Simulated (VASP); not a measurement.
Al5InAs6: single point with PBE

The system is Al5InAs6.

```
CELL_PARAMETERS angstrom
4.09147 0.00000 0.00000
-2.04574 3.54332 0.00000
0.00000 0.00000 20.21850
ATOMIC_POSITIONS crystal
Al 0.66667 0.33333 0.16682
Al 0.66667 0.33333 0.49337
Al 0.66667 0.33333 0.83988
Al 0.33333 0.66667 0.00340
Al 0.33333 0.66667 0.33026
In 0.33333 0.66667 0.66824
As 0.66667 0.33333 0.28999
As 0.66667 0.33333 0.61569
As 0.66667 0.33333 0.96315
As 0.33333 0.66667 0.12658
As 0.33333 0.66667 0.45344
As 0.33333 0.66667 0.80019
```

```
Program                 : VASP 6.6.1
Task                    : single point
Functional              : PBE
Potentials or basis     : VASP PAW PBE potentials, release 64 (Al, In_d, As)
Cutoff                  : 520 eV
k mesh                  : 12 × 12 × 2
Occupations             : gaussian, width 0.02 eV
Spin                    : no spin polarisation
Dipole correction       : no
k mesh for the DOS      : 18 × 18 × 3
Occupations for the DOS : tetrahedron
Further INCAR settings  : ALGO = Normal; EDIFF = 1e-06
```

```
Valence electrons inside the program's atomic spheres : Al 0.75; In 11.49; As 2.86, 2.85, 2.84 (each value once)
```

Levels at points of the mesh, in eV from the valence-band top:
```csv
k point,band 26,band 27,band 28,band 29,band 30,band 31,band 32,band 33
"(0.00, 0.00, 0.00)",-0.63,-0.55,0.00,0.00,0.93,1.05,1.34,1.61
"(0.50, 0.00, 0.00)",-1.78,-1.75,-1.59,-1.12,1.09,1.24,1.32,1.49
```

It took 16 min on 1 thread of Oxide Virtual Turin-like Processor, on a shared host, peak memory 0.98 GiB.

Caveat: spin-orbit coupling is left out, which moves the levels of the heavy elements.
